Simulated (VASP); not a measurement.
# Ca2Al2O (P4mm) in VASP: single point with PBE

Aim: the single point of Ca2Al2O with PBE.

Program: VASP 6.6.1. These are calculated values, not measurements. Logs are shortened: lines on timing, memory, paths and dates and some standing lists are left out, and cuts for length are marked.

## 1. The cell of the first run

Symmetry: P4mm, No. 99, tetragonal system. Conventional cell: a = 4.091 Å, b = 4.091 Å, c = 6.052 Å, α = 90.00°, β = 90.00°, γ = 90.00°. Ca (site symmetry 2mm) has 2 O at 2.11 Å and 4 Ca at 2.89 Å and 2 Al at 2.99 to 3.06 Å within 3.1 Å. Within 3.8 Å of Al (site symmetry 2mm) lie 4 Al at 2.89 Å and 2 Ca at 2.99 to 3.06 Å and 2 O at 3.22 Å. O (site symmetry 4mm) has 4 Ca at 2.11 Å within 2.8 Å.

The cell was generated, and may not be a known phase.

## 2. Single point, PBE, collinear spin, ferromagnetic start

Input file INCAR:

```
SYSTEM = Ca2Al2O
PREC     = Accurate       ! precision mode
ENCUT    = 600            ! plane-wave cutoff, eV
EDIFF    = 1E-6           ! SCF threshold, eV
ISMEAR   = 0              ! smearing method
SIGMA    = 0.1            ! smearing width, eV
LREAL    = .False.        ! projectors in reciprocal space
LASPH    = .True.         ! aspherical terms in the spheres
NELM     = 200            ! most SCF steps
ALGO     = Normal         ! electronic algorithm
ISIF     = 2              ! what is computed and relaxed
LWAVE    = .False.        ! write WAVECAR
LCHARG   = .True.         ! write CHGCAR
ISPIN    = 2              ! spin polarisation
MAGMOM   = 0 0 0 0 1      ! initial moments
LORBIT   = 11             ! projections on sites
GGA      = PE             ! functional
LELF     = .True.         ! ELF
LVHAR    = .True.       
NBANDS   = 28             ! bands
GGA_COMPAT= .False.
```

Input file KPOINTS:

```
regular mesh
0
Gamma
  4 4 4
  0 0 0
```

Input file POSCAR:

```
Ca2Al2O
1.0
    4.0912299500      0.0000000000      0.0000000000
    0.0000000000      4.0912299500      0.0000000000
    0.0000000000      0.0000000000      6.0519115900
Ca Al O
2 2 1
Direct
    0.5000000000      0.0000000000      0.2888350800
    0.0000000000      0.5000000000      0.2888350800
    0.5000000000      0.0000000000      0.7951302700
    0.0000000000      0.5000000000      0.7951302700
    0.5000000000      0.5000000000      0.2064830200
```

Potentials or basis: VASP PAW PBE potentials, release 64 (Ca_sv, Al, O).

On the command line:

```console
$ cat potpaw_PBE.64/Ca_sv/POTCAR potpaw_PBE.64/Al/POTCAR potpaw_PBE.64/O/POTCAR > POTCAR
$ mpirun -np 1 vasp_std > vasp.out
```

OUTCAR:

```text
SYSTEM = Ca2Al2O
   PREC = Accurate
   ENCUT = 600
   EDIFF = 1E-6
   ISMEAR = 0
   LREAL = .False.
   LASPH = .True.
   NELM = 200
   ISIF = 2
   ISPIN = 2
   LORBIT = 11
   GGA = PE

 ion  position               nearest neighbor table
   1  0.500  0.000  0.289-   5 2.11   5 2.11   2 2.89   2 2.89   2 2.89   2 2.89   3 2.99   3 3.06

   2  0.000  0.500  0.289-   5 2.11   5 2.11   1 2.89   1 2.89   1 2.89   1 2.89   4 2.99   4 3.06

   3  0.500  0.000  0.795-   4 2.89   4 2.89   4 2.89   4 2.89   1 2.99   1 3.06
   4  0.000  0.500  0.795-   3 2.89   3 2.89   3 2.89   3 2.89   2 2.99   2 3.06
   5  0.500  0.500  0.206-   1 2.11   2 2.11   1 2.11   2 2.11

  LATTYP: Found a simple tetragonal cell.
 ALAT       =     4.0912299500
 C/A-ratio  =     1.4792401464

  Lattice vectors:

 A1 = (   4.0912299500,   0.0000000000,   0.0000000000)
 A2 = (   0.0000000000,   4.0912299500,   0.0000000000)
 A3 = (   0.0000000000,   0.0000000000,   6.0519115900)

Analysis of symmetry for initial positions (statically):
=====================================================================
 Subroutine PRICEL returns:
 Original cell was already a primitive cell.

 Routine SETGRP: Setting up the symmetry group for a
 simple tetragonal supercell.

 Subroutine GETGRP returns: Found  8 space group operations
 (whereof  8 operations were pure point group operations)
 out of a pool of 16 trial point group operations.

The static configuration has the point symmetry C_4v.

Analysis of symmetry for dynamics (positions and initial velocities):
=====================================================================
 Subroutine PRICEL returns:
 Original cell was already a primitive cell.

 Routine SETGRP: Setting up the symmetry group for a
 simple tetragonal supercell.

 Subroutine GETGRP returns: Found  8 space group operations
 (whereof  8 operations were pure point group operations)
 out of a pool of 16 trial point group operations.

The dynamic configuration has the point symmetry C_4v.

Analysis of structural, dynamic, and magnetic symmetry:
=====================================================================
 Subroutine PRICEL returns:
 Original cell was already a primitive cell.

 Routine SETGRP: Setting up the symmetry group for a
 simple tetragonal supercell.

 Subroutine GETGRP returns: Found  8 space group operations
 (whereof  8 operations were pure point group operations)
 out of a pool of 16 trial point group operations.

The overall configuration has the point symmetry C_4v.

 Subroutine INISYM returns: Found  8 space group operations
[... 127 lines left out ...]
 spin polarized calculation
 Gauss-broadening in eV      SIGMA  =   0.10
  energy-cutoff  :      600.00
  volume of cell :      101.30
 maximum number of plane-waves:      3400
 NGX is ok and might be reduce to    36
   NGX = 17   NGY = 17   NGZ = 25

 number of electron      31.9999996 magnetization       0.0814401

 Free energy of the ion-electron system (eV)
  ---------------------------------------------------
  ext. energy  EPLUGINS =         0.00000000
  ---------------------------------------------------
  free energy    TOTEN  =       -18.18432640 eV

  energy without entropy =      -18.17201411  energy(sigma->0) =      -18.17817025

 E-fermi :   4.5526     XC(G=0):  -9.4028

 val. band max:        4.5408566838   @ k =   0.2500   0.0000   0.2500
 cond. band min:       4.5777872880   @ k =   0.5000   0.2500   0.5000
 fundamental gap:      0.0369306042
 Fermi energy:         4.5526456824

 spin component 1

 k-point     1 :       0.0000    0.0000    0.0000
  band No.  band energies     occupation
      1     -36.2326      1.00000
      2     -35.8714      1.00000
      3     -17.7959      1.00000
      4     -17.7959      1.00000
      5     -17.3939      1.00000
      6     -16.9691      1.00000
[... 547 lines left out ...]
     27      11.3993      0.00000
     28      11.3993      0.00000
 Fermi energy:         4.5526456824

 spin component 2

 k-point     1 :       0.0000    0.0000    0.0000
  band No.  band energies     occupation
      1     -36.2202      1.00000
      2     -35.8596      1.00000
      3     -17.7805      1.00000
      4     -17.7805      1.00000
      5     -17.3827      1.00000
      6     -16.9574      1.00000
[... 547 lines left out ...]
     27      11.4181      0.00000
     28      11.4181      0.00000

------------------------ aborting loop because EDIFF is reached ----------------------------------------

  FORCE on cell =-STRESS in cart. coord.  units (eV):
  Direction    XX          YY          ZZ          XY          YZ          ZX
  --------------------------------------------------------------------------------------
  -------------------------------------------------------------------------------------
  Total        7.7456366      7.7456366      5.2979090      0.0000000      0.0000000      0.0000000
  in kB      122.5088169    122.5088169     83.7943472      0.0000000      0.0000000      0.0000000
  external PRESSURE =     109.6039937 kB  Pullay stress =       0.0000000 kB

 VOLUME and BASIS-vectors are now :
 -----------------------------------------------------------------------------
  energy-cutoff  :      600.00
  volume of cell :      101.30
      direct lattice vectors                 reciprocal lattice vectors
     4.091229950  0.000000000  0.000000000     0.244425274  0.000000000  0.000000000
     0.000000000  4.091229950  0.000000000     0.000000000  0.244425274  0.000000000
     0.000000000  0.000000000  6.051911590     0.000000000  0.000000000  0.165237047

 POSITION                                       TOTAL-FORCE (eV/Angst)
 -----------------------------------------------------------------------------------
      2.04561      0.00000      1.74800         0.000000      0.000000      0.488089
      0.00000      2.04561      1.74800         0.000000     -0.000000      0.488089
      2.04561      0.00000      4.81206         0.000000     -0.000000     -0.353752
      0.00000      2.04561      4.81206         0.000000     -0.000000     -0.353752
      2.04561      2.04561      1.24962         0.000000      0.000000     -0.268673
 -----------------------------------------------------------------------------------
    total drift:                                0.000000      0.000000      0.000122

  FREE ENERGIE OF THE ION-ELECTRON SYSTEM (eV)
  ---------------------------------------------------
  free  energy   TOTEN  =       -18.1843263952 eV

  energy  without entropy=      -18.1720141093  energy(sigma->0) =      -18.17817025

 total charge

# of ion       s       p       d       tot
------------------------------------------
    1        2.077   5.877   0.430   8.384
    2        2.077   5.877   0.430   8.384
    3        0.499   0.263   0.000   0.762
    4        0.499   0.263   0.000   0.762
    5        1.574   3.513   0.000   5.087
--------------------------------------------------
tot          6.727  15.792   0.861  23.379

 magnetization (x)

# of ion       s       p       d       tot
------------------------------------------
    1        0.001   0.001   0.012   0.014
    2        0.001   0.001   0.012   0.014
    3        0.001   0.000   0.000   0.001
    4        0.001   0.000   0.000   0.001
    5        0.000   0.001   0.000   0.001
--------------------------------------------------
tot          0.004   0.004   0.024   0.032
```

OSZICAR:

```text
N       E                     dE             d eps       ncg     rms          rms(c)
DAV:   1     0.295383829120E+03    0.29538E+03   -0.15603E+04  2016   0.115E+03
DAV:   2     0.186099892089E+01   -0.29352E+03   -0.27957E+03  2172   0.324E+02
DAV:   3    -0.206384854550E+02   -0.22499E+02   -0.22051E+02  3180   0.781E+01
DAV:   4    -0.219430003972E+02   -0.13045E+01   -0.12890E+01  3052   0.156E+01
DAV:   5    -0.219769866477E+02   -0.33986E-01   -0.33970E-01  2760   0.219E+00    0.119E+01
DAV:   6    -0.182625778054E+02    0.37144E+01   -0.14210E+01  2652   0.199E+01    0.432E+00
DAV:   7    -0.182647640962E+02   -0.21863E-02   -0.17823E+00  2500   0.635E+00    0.250E+00
DAV:   8    -0.181923086998E+02    0.72455E-01   -0.35051E-01  2536   0.324E+00    0.892E-01
DAV:   9    -0.181831441414E+02    0.91646E-02   -0.56336E-02  2904   0.142E+00    0.202E-01
DAV:  10    -0.181839950863E+02   -0.85094E-03   -0.76677E-03  2396   0.440E-01    0.128E-01
DAV:  11    -0.181841938494E+02   -0.19876E-03   -0.92560E-04  2468   0.176E-01    0.686E-02
DAV:  12    -0.181842813428E+02   -0.87493E-04   -0.14469E-04  2460   0.744E-02    0.159E-02
DAV:  13    -0.181843049299E+02   -0.23587E-04   -0.59763E-05  2332   0.350E-02    0.113E-02
DAV:  14    -0.181843110655E+02   -0.61356E-05   -0.15101E-05  2336   0.194E-02    0.589E-03
DAV:  15    -0.181843188226E+02   -0.77571E-05   -0.17533E-05  2220   0.139E-02    0.483E-03
DAV:  16    -0.181843215979E+02   -0.27753E-05   -0.45864E-06  2140   0.765E-03    0.337E-03
DAV:  17    -0.181843254145E+02   -0.38165E-05   -0.16498E-05  2200   0.115E-02    0.176E-03
DAV:  18    -0.181843263952E+02   -0.98072E-06   -0.79787E-06  2224   0.826E-03
   1 F= -.18184326E+02 E0= -.18178170E+02  d E =-.123123E-01  mag=     0.0818
```

Wall time 2.6 min (1 thread of AMD EPYC 7R13 (Zen 3), shared host); peak memory 0.31 GiB.

What came out:

```yaml
Free_energy: -18.1843 eV
Pressure: 11.0 GPa
Largest_force: 0.488 eV/Å
Net_moment: 0.08 μB per cell
Valence_electrons_inside_the_program's_atomic_spheres: Ca 8.38; Al 0.76; O 5.09
```

Forces on the atoms (eV/Å):
```
Ca   0.000  0.000  0.488
Ca   0.000  0.000  0.488
Al   0.000  0.000 -0.354
Al   0.000  0.000 -0.354
O    0.000  0.000 -0.269
```

Stress tensor (GPa, compression positive):
```
12.25  0.00  0.00
 0.00 12.25  0.00
 0.00  0.00  8.38
```

Caveat: the k points lie up to 0.38 Å⁻¹ apart.
